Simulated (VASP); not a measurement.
# Nd2As3W (P6/mmm) in VASP: notebook, part 2 of 2

VASP 6.6.1. Earlier steps stand in the parts before.

### Step 3. Single point, PBE

File INCAR:

```
  ALGO = Normal
  EDIFF = 1E-6
  ENCUT = 500
  GGA = PE
  GGA_COMPAT = False
  ISIF = 2
  ISMEAR = 0
  LASPH = True
  LCHARG = False
  LMAXMIX = 6
  LREAL = False
  LWAVE = False
  NBANDS = 34
  NELM = 200
  PREC = Accurate
  SIGMA = 0.1
```

File KPOINTS:

```
k-points
0
Gamma
  12 12 8
```

File POSCAR:

```
Nd2As3W
1.0
    5.7541362733      0.0000000000      0.0000000000
   -2.8770681367      4.9832281895      0.0000000000
    0.0000000000      0.0000000000      5.0480569575
Nd As W
2 3 1
Direct
    0.6666666667      0.3333333333      0.0000000000
    0.3333333333      0.6666666667      0.0000000000
    0.0000000000      0.5000000000      0.5000000000
    0.5000000000      0.5000000000      0.5000000000
    0.5000000000      0.0000000000      0.5000000000
    0.0000000000      0.0000000000      0.0000000000
```

Potentials or basis: VASP PAW PBE potentials, release 64 (Nd_3, As, W_sv), 4f in core.

On the command line:

```sh
> cat potpaw_PBE.64/Nd_3/POTCAR potpaw_PBE.64/As/POTCAR potpaw_PBE.64/W_sv/POTCAR > POTCAR
> mpirun -np 1 vasp_std > vasp.out
```

OUTCAR:

```text
EDIFF = 1E-6
   ENCUT = 500
   GGA = PE
   ISIF = 2
   ISMEAR = 0
   LASPH = True
   LREAL = False
   NELM = 200
   PREC = Accurate

 ion  position               nearest neighbor table
   1  0.667  0.333  0.000-   3 3.02   3 3.02   5 3.02   5 3.02   4 3.02   4 3.02   2 3.32   2 3.32
                             6 3.32   6 3.32   6 3.32   2 3.32
   2  0.333  0.667  0.000-   3 3.02   3 3.02   5 3.02   5 3.02   4 3.02   4 3.02   1 3.32   1 3.32
                             6 3.32   6 3.32   6 3.32   1 3.32
   3  0.000  0.500  0.500-   5 2.88   5 2.88   4 2.88   4 2.88   1 3.02   2 3.02   1 3.02   2 3.02

   4  0.500  0.500  0.500-   3 2.88   3 2.88   5 2.88   5 2.88   1 3.02   2 3.02   1 3.02   2 3.02

   5  0.500  0.000  0.500-   3 2.88   3 2.88   4 2.88   4 2.88   1 3.02   2 3.02   1 3.02   2 3.02

   6  0.000  0.000  0.000-   1 3.32   2 3.32   1 3.32   2 3.32   1 3.32   2 3.32

  LATTYP: Found a hexagonal cell.
 ALAT       =     5.7541362733
 C/A-ratio  =     0.8772918676

  Lattice vectors:

 A1 = (   5.7541362733,   0.0000000000,   0.0000000000)
 A2 = (  -2.8770681367,   4.9832281895,   0.0000000000)
 A3 = (   0.0000000000,   0.0000000000,   5.0480569575)

Analysis of symmetry for initial positions (statically):
=====================================================================
 Subroutine PRICEL returns:
 Original cell was already a primitive cell.

 Routine SETGRP: Setting up the symmetry group for a
 hexagonal supercell.

 Subroutine GETGRP returns: Found 24 space group operations
 (whereof 24 operations were pure point group operations)
 out of a pool of 24 trial point group operations.

The static configuration has the point symmetry D_6h.

Analysis of symmetry for dynamics (positions and initial velocities):
=====================================================================
 Subroutine PRICEL returns:
 Original cell was already a primitive cell.

 Routine SETGRP: Setting up the symmetry group for a
 hexagonal supercell.

 Subroutine GETGRP returns: Found 24 space group operations
 (whereof 24 operations were pure point group operations)
 out of a pool of 24 trial point group operations.

The dynamic configuration has the point symmetry D_6h.

 Subroutine INISYM returns: Found 24 space group operations
 (whereof 24 operations are pure point group operations),
 and found     1 'primitive' translations

----------------------------------------------------------------------------------------

                                     Primitive cell

  volume of cell :     144.7489

  direct lattice vectors                    reciprocal lattice vectors
     5.754136273  0.000000000  0.000000000     0.173788029  0.100336565  0.000000000
    -2.877068137  4.983228190  0.000000000     0.000000000  0.200673130  0.000000000
     0.000000000  0.000000000  5.048056958     0.000000000  0.000000000  0.198096022

  length of vectors
     5.754136273  5.754136273  5.048056958     0.200673130  0.200673130  0.198096022

  position of ions in fractional coordinates (direct lattice)
     0.666666667  0.333333333  0.000000000
     0.333333333  0.666666667  0.000000000
     0.000000000  0.500000000  0.500000000
     0.500000000  0.500000000  0.500000000
[... 41 lines left out ...]
  0.083333  0.000000  0.000000      6.000000
  0.166667  0.000000  0.000000      6.000000
  0.250000  0.000000  0.000000      6.000000
  0.333333  0.000000  0.000000      6.000000
  0.416667  0.000000  0.000000      6.000000
[... 16 lines left out ...]
  0.250000  0.000000  0.125000     12.000000
  0.333333  0.000000  0.125000     12.000000
 [... further k-points ...]
   k-points           NKPTS =     95   k-points in BZ     NKDIM =     95   number of bands    NBANDS=     34
   number of dos      NEDOS =    301   number of ions     NIONS =      6
   total plane-waves  NPLWV =  70560
   dimension x,y,z NGX =    42 NGY =   42 NGZ =   40
   dimension x,y,z NGXF=    84 NGYF=   84 NGZF=   80
   ions per type =               2   3   1
   NGX,Y,Z   is equivalent  to a cutoff of  12.13, 12.13, 13.17 a.u.
   NGXF,Y,Z  is equivalent  to a cutoff of  24.27, 24.27, 26.35 a.u.
 SYSTEM =  unknown system
   PREC   = accura    normal or accurate (medium, high low for compatibility)
   ISTART =      0    job   : 0-new  1-cont  2-samecut
   ICHARG =      2    charge: 1-file 2-atom 10-const
   ISPIN  =      1    spin polarized calculation?
   LNONCOLLINEAR =      F non collinear calculations
   LSORBIT =      F    spin-orbit coupling
   LASPH  =      T    aspherical Exc in radial PAW
   ENCUT  =  500.0 eV  36.75 Ry    6.06 a.u.  10.49 10.49  9.20*2*pi/ulx,y,z
   NELM   =    200;   NELMIN=  2; NELMDL= -5     # of ELM steps
   EDIFF  = 0.1E-05   stopping-criterion for ELM
   LREAL  =      F    real-space projection
   EDIFFG = 0.1E-04   stopping-criterion for IOM
   NSW    =      0    number of steps for IOM
   IBRION =     -1    ionic relax: 0-MD 1-quasi-New 2-CG
   NFREE  =      0    steps in history (QN), initial steepest desc. (CG)
   ISIF   =      2    stress and relaxation
   ISYM   =      2    0-nonsym 1-usesym 2-fastsym
   POTIM  = 0.5000    time-step for ionic-motion
   TEBEG  =    0.0;   TEEND  =   0.0 temperature during run
   PSTRESS=    0.0 pullay stress
   NELECT =      51.0000    total number of electrons
   NUPDOWN=      -1.0000    fix difference up-down
   EMIN   =  10.00;   EMAX   =-10.00  energy-range for DOS
   EFERMI =   0.00;   METHOD = LEGACY
   ISMEAR =     0;   SIGMA  =   0.10  broadening in eV -4-tet -1-fermi 0-gaus
   EFERMI_NEDOS =   21; number of points for ismear=-14 and -15
   IALGO  =     38    algorithm
   IMIX   =      4    mixing-type and parameters
     AMIX     =   0.40;   BMIX     =  1.00
     AMIX_MAG =   1.60;   BMIX_MAG =  1.00
  volume/ion in A,a.u.               =      24.12       162.80
  Fermi-wavevector in a.u.,A,eV,Ry     =   1.156272  2.185036 18.190498  1.336964
  Thomas-Fermi vector in A             =   2.292893
   LORBIT       =      0    0 simple, 1 ext, 2 COOP (PROOUT), +10 PAW based schemes
   GGA     = PE    functional components
   LHFCALC =     F    Hartree Fock is set to
   AEXX    =    0.0000 exact exchange contribution
   IVDW    =     0    specifies the selected vdW correction
   LEPSILON=     F    determine dielectric tensor
   LRPA    =     F    only Hartree local field effects (RPA)
 non-spin polarized calculation
 Gauss-broadening in eV      SIGMA  =   0.10
  energy-cutoff  :      500.00
  volume of cell :      144.75
 maximum number of plane-waves:      3703
 NGX is ok and might be reduce to    42
   NGX = 21   NGY = 21   NGZ = 19

 number of electron      51.0000002 magnetization

 Free energy of the ion-electron system (eV)
  ---------------------------------------------------
  ext. energy  EPLUGINS =         0.00000000
  ---------------------------------------------------
  free energy    TOTEN  =       -34.04273740 eV

  energy without entropy =      -34.00040075  energy(sigma->0) =      -34.02156908

 E-fermi :   5.0993     XC(G=0): -10.4580

 val. band max:        5.0972309198   @ k =   0.4167   0.0000   0.2500
 cond. band min:       5.1013055614   @ k =   0.4167   0.1667   0.2500
 fundamental gap:      0.0040746416
 Fermi energy:         5.0992651697

 k-point     1 :       0.0000    0.0000    0.0000
  band No.  band energies     occupation
      1     -69.1423      2.00000
      2     -33.5705      2.00000
      3     -33.1457      2.00000
      4     -33.1457      2.00000
      5     -32.4397      2.00000
      6     -32.2401      2.00000
[... 877 lines left out ...]
     33       8.0878      0.00000
     34       8.2332      0.00000

 [... further k-points ...]

------------------------ aborting loop because EDIFF is reached ----------------------------------------

  FORCE on cell =-STRESS in cart. coord.  units (eV):
  Direction    XX          YY          ZZ          XY          YZ          ZX
  --------------------------------------------------------------------------------------
  -------------------------------------------------------------------------------------
  Total        0.1249613      0.1249613      0.4179973     -0.0000000     -0.0000000      0.0000000
  in kB        1.3831556      1.3831556      4.6266736     -0.0000000     -0.0000000      0.0000000
  external PRESSURE =       2.4643282 kB  Pullay stress =       0.0000000 kB

 VOLUME and BASIS-vectors are now :
 -----------------------------------------------------------------------------
  energy-cutoff  :      500.00
  volume of cell :      144.75
      direct lattice vectors                 reciprocal lattice vectors
     5.754136273  0.000000000  0.000000000     0.173788029  0.100336565  0.000000000
    -2.877068137  4.983228190  0.000000000     0.000000000  0.200673130  0.000000000
     0.000000000  0.000000000  5.048056958     0.000000000  0.000000000  0.198096022

 POSITION                                       TOTAL-FORCE (eV/Angst)
 -----------------------------------------------------------------------------------
      2.87707      1.66108      0.00000         0.000000      0.000000      0.000000
     -0.00000      3.32215      0.00000        -0.000000     -0.000000      0.000000
     -1.43853      2.49161      2.52403         0.000000      0.000000      0.000000
      1.43853      2.49161      2.52403         0.000000      0.000000      0.000000
      2.87707      0.00000      2.52403         0.000000      0.000000      0.000000
      0.00000      0.00000      0.00000         0.000000      0.000000      0.000000
 -----------------------------------------------------------------------------------
    total drift:                               -0.000000      0.000000      0.000000

  FREE ENERGIE OF THE ION-ELECTRON SYSTEM (eV)
  ---------------------------------------------------
  free  energy   TOTEN  =       -34.0427374022 eV

  energy  without entropy=      -34.0004007529  energy(sigma->0) =      -34.02156908
```

Run time: 3.5 min. Hardware: 1 thread of Intel Xeon 6975P-C (Granite Rapids), shared host; peak memory 0.54 GiB.

Results:

```
Free energy            : -34.0427 eV
Pressure               : 0.2 GPa
Band gap on the k mesh : zero (an odd number of electrons rules out a gap without spin polarisation)
```

Caveat: spin-orbit coupling is left out, which moves the levels of the heavy elements; the 4f electrons are frozen in the core, so they carry no moment and show no levels; an odd number of electrons without spin polarisation forces a metal; a magnetic or distorted state may lie lower. Spin polarisation is off, so any magnetic state and its effect on volume and gap are missing.
